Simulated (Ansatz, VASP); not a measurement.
# One calculation of SiC, two programs

```xyz
2
Lattice="0.0000 2.1149 2.1149 2.1149 0.0000 2.1149 2.2326 2.2326 -0.1177" Properties=species:S:1:pos:R:3 pbc="T T T"
Si    0.0000    0.0000    0.0000
C     3.2606    3.2606    3.0840
```

Alike in both runs: task single point; functional PBE; k mesh 12 × 12 × 12; occupations gaussian, width 0.05 eV; no spin polarisation.

|  | VASP | Ansatz |
| --- | --- | --- |
| version | VASP 6.6.1 | Ansatz 0.2.0 |
| potentials or method | VASP PAW PBE potentials, release 64 (Si, C), cutoff 520 eV | scalar-relativistic, plane waves, PAW |
| valence electrons in the cell | 8 | 8 |

Ansatz gave:

```
gap on the k mesh at the Fermi level (eV)                     : 1.07
least direct gap on the mesh (eV)                             : 4.04
pressure (GPa)                                                : 7.4
traceless stress, the component that is largest in VASP (GPa) : -14.14
rms of the force components (eV/Å)                            : 0.303
```

Q: What did VASP give for the same quantities?

A: gap on the k mesh at the Fermi level (eV): 1.07; least direct gap on the mesh (eV): 4.03; pressure (GPa): 7.3; traceless stress, the component that is largest in VASP (GPa): -14.20; rms of the force components (eV/Å): 0.302.

Atom by atom the forces differ by 0.001 eV/Å (rms over components).
